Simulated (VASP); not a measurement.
The system is YbN.

```xyz
2
Lattice="0.0000 2.5812 2.5812 2.5812 0.0000 2.5812 2.5812 2.5812 0.0000" Properties=species:S:1:pos:R:3 pbc="T T T"
Yb    0.0000    0.0000    0.0000
N     1.2906    1.2906    1.2906
```

Base run:

- Program: VASP 6.6.1
- Functional: PBE
- Potentials or basis: VASP PAW PBE potentials, release 64 (Yb, N)
- Cutoff: 520 eV
- k mesh: 8 × 8 × 8
- Occupations: gaussian, width 0.05 eV
- Spin: collinear spin, ferromagnetic start
- Starting moments: [0.5, 0.0] μB
- Hubbard terms: Yb f U = 6.0 eV

Its results: band gap on the k mesh zero (filled and empty bands overlap); pressure 2.3 GPa; net moment 1.00 μB per cell; site moments Yb +0.56; N +0.33 μB.

Question: After a change of settings the same cell gave: band gap on the k mesh zero (filled and empty bands overlap); pressure -0.9 GPa; net moment 1.00 μB per cell; site moments Yb +0.56; N +0.33 μB. Which change was it?
A. further incar settings from ALGO = Normal; EDIFF = 1e-06; NBANDS = 26 to ALGO = Normal; EDIFF = 1e-07; NBANDS = 26; moments at the start from [0.5, 0.0] to [1.0, 0.0]
B. moments at the start from [0.5, 0.0] to [1.0, 0.0]; dispersion from none to D3(BJ)
C. k mesh from 8 × 8 × 8 to 6 × 6 × 6; moments at the start from [0.5, 0.0] to [1.08, 0.0]
D. occupations from gaussian, width 0.05 eV to gaussian, width 0.01 eV; moments at the start from [0.5, 0.0] to [1.0, 0.0]

Answer: B.

Caveats: spin-orbit coupling is left out, which moves the levels of the heavy elements; three body term missing (at least some runs).
